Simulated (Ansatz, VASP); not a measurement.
Two plane-wave programs on NaCl

```
Na Cl
1.0
     0.00000    2.71848    2.60521
     2.71848    0.00000    2.60521
     2.71848    2.71848    0.00000
Na Cl
1 1
Direct
  0.00000 0.00000 0.00000
  0.50000 0.50000 0.50000
```

Change from the starting cell: strain -0.040 along x and y, -0.080 along z, atoms carried along.

Alike in both runs: task single point; functional PBE; k mesh 8 × 8 × 8; occupations gaussian, width 0.05 eV; no spin polarisation.

|  | VASP | Ansatz |
| --- | --- | --- |
| version | VASP 6.6.1 | Ansatz 0.2.0 |
| potentials or method | VASP PAW PBE potentials, release 64 (Na_pv, Cl), cutoff 520 eV | scalar-relativistic, plane waves, PAW |
| valence electrons in the cell | 14 | 16 |

```tsv
	VASP	Ansatz	Ansatz less VASP
gap on the k mesh at the Fermi level (eV)	5.75	5.75	0.000
least direct gap on the mesh (eV)	5.75	5.75	0.000
pressure (GPa)	6.8	6.8	0.00
traceless stress, the component that is largest in VASP (GPa)	2.75	2.72	-0.029
```

VASP's potentials hold 14 valence electrons a cell and Ansatz's 16, so a difference there can come from the potentials and not from the codes.
